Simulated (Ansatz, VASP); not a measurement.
**BaTiO3 in VASP and in Ansatz**

File POSCAR:

```
BaTiO3
1.0
    2.8399483166      1.6396449251      2.3312785423
   -2.8399483166      1.6396449251      2.3312785423
    0.0000000000     -3.2792898502      2.3312785423
Ba Ti O
1 1 3
Direct
    0.0012626313      0.0012626313      0.0012626313
    0.5147192493      0.5147192493      0.5147192493
    0.4882359353      0.9786472489      0.4882359353
    0.4882359353      0.4882359353      0.9786472489
    0.9786472489      0.4882359353      0.4882359353
```

The input INCAR.step1:

```
SYSTEM = BaTiO3
PREC = Accurate
ENCUT = 520
EDIFF = 1E-5
ISMEAR = 0
SIGMA = 0.01
LREAL = .FALSE.
LASPH = .TRUE.
NELM = 80
ALGO = Normal
ISIF = 2
LWAVE = .TRUE.
LCHARG = .FALSE.
NBANDS = 28
GGA = PE
```

The input INCAR.step2:

```
SYSTEM = BaTiO3
PREC = Accurate
ENCUT = 520
EDIFF = 1E-6
ISMEAR = 0
SIGMA = 0.01
LREAL = .FALSE.
LASPH = .TRUE.
NELM = 80
ALGO = Normal
ISIF = 2
LWAVE = .FALSE.
LCHARG = .FALSE.
GGA = PE
LHFCALC = .TRUE.
AEXX = 0.25
PRECFOCK = Fast
NBANDS = 28
ISTART = 1
```

Contents of KPOINTS:

```
Automatic mesh
0
G
  4 4 4
  0 0 0
```

Input for Ansatz:

```yaml
crystal:
  lattice:
    - [2.8399483166, 1.6396449251, 2.3312785423]
    - [-2.8399483166, 1.6396449251, 2.3312785423]
    - [0.0, -3.2792898502, 2.3312785423]
  atoms:
    - { symbol: Ba, position: [0.0012626313, 0.0012626313, 0.0012626313] }
    - { symbol: Ti, position: [0.5147192493, 0.5147192493, 0.5147192493] }
    - { symbol: O, position: [0.4882359353, 0.9786472489, 0.4882359353] }
    - { symbol: O, position: [0.4882359353, 0.4882359353, 0.9786472489] }
    - { symbol: O, position: [0.9786472489, 0.4882359353, 0.4882359353] }
kpoints:
  mp_grid: { grid: [4, 4, 4] }
  band_path:
    path:
      - [0.0, 0.0, 0.0]
      - [0.5, 0.5, 0.5]
      - [0.5035565887, 0.4964434113, 0.5]
      - [0.5, -0.4964434113, 0.4964434113]
      - [0.5, 0.0, 0.0]
      - [0.4982217057, -0.4982217057, 0.0]
      - [0.5017782943, 0.0, 0.4982217057]
      - [-0.052083, 0.010417, 0.010417]
      - [0.0498221706, -0.0498221706, 0.0]
    npoints: 1
hamiltonian:
  xc: pbe0
scf:
  occupations: { method: fixed }
  n_extra_bands: 5
output:
  forces: true
  stress: true
  eigenvalues: true
```

Alike in both runs: task single point; functional PBE0; k mesh 4 × 4 × 4; no spin polarisation.

```csv
,VASP,Ansatz
version,VASP 6.6.1,Ansatz 0.2.0
potentials or method,"VASP PAW PBE potentials, release 64 (Ba_sv, Ti_sv, O)","plane waves, PAW"
plane-wave cutoff (eV),520,420
occupations,"gaussian, width 0.01 eV",fixed
valence electrons in the cell,40,40
```

Ansatz gave:

```
gap on the k mesh at the Fermi level (eV)                     : 4.71
pressure (GPa)                                                : -2.1
traceless stress, the component that is largest in VASP (GPa) : 0.24
rms of the force components (eV/Å)                            : 0.112
```

Which values does VASP return?

gap on the k mesh at the Fermi level (eV): 4.68; pressure (GPa): -0.6; traceless stress, the component that is largest in VASP (GPa): 0.19; rms of the force components (eV/Å): 0.082.

Atom by atom the forces differ by 0.033 eV/Å (rms over components). Ansatz's warnings: stress exchange threshold loose, stress scf threshold loose.

Neither program's run includes spin-orbit coupling.
